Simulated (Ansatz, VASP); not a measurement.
# Two plane-wave programs on Al6N7

```
Al N
1.0
     0.00000    0.00000    5.01804
     4.69531   -2.71084    0.00000
     0.00000    5.42168    0.00000
Al N
6 7
Direct
  0.49923 0.33333 0.33333
  0.49923 0.00000 0.66667
  0.49923 0.66667 0.00000
  0.99923 0.00000 0.33333
  0.99923 0.66667 0.66667
  0.99923 0.33333 0.00000
  0.88077 0.33333 0.33333
  0.88077 0.00000 0.66667
  0.88077 0.66667 0.00000
  0.38077 0.00000 0.33333
  0.38077 0.66667 0.66667
  0.38077 0.33333 0.00000
  0.20833 0.00000 0.00000
```

Alike in both runs: task relaxation of the atoms; functional PBE; k mesh 2 × 2 × 2; occupations gaussian, width 0.01 eV; collinear spin.

|  | VASP | Ansatz |
| --- | --- | --- |
| version | VASP 6.6.1 | Ansatz 0.2.0 |
| potentials or method | VASP PAW PBE potentials, release 64 (Al, N), cutoff 520 eV | scalar-relativistic, plane waves, PAW |
| valence electrons in the cell | 53 | 53 |

```csv
,VASP,Ansatz,Ansatz less VASP
net moment per atom (μB),0.00,0.00,0.000
```

Ansatz's warnings: filled band counts differ across k points, seeded moment not kept.

The k mesh is coarse, so the values compare programs but aren't converged.
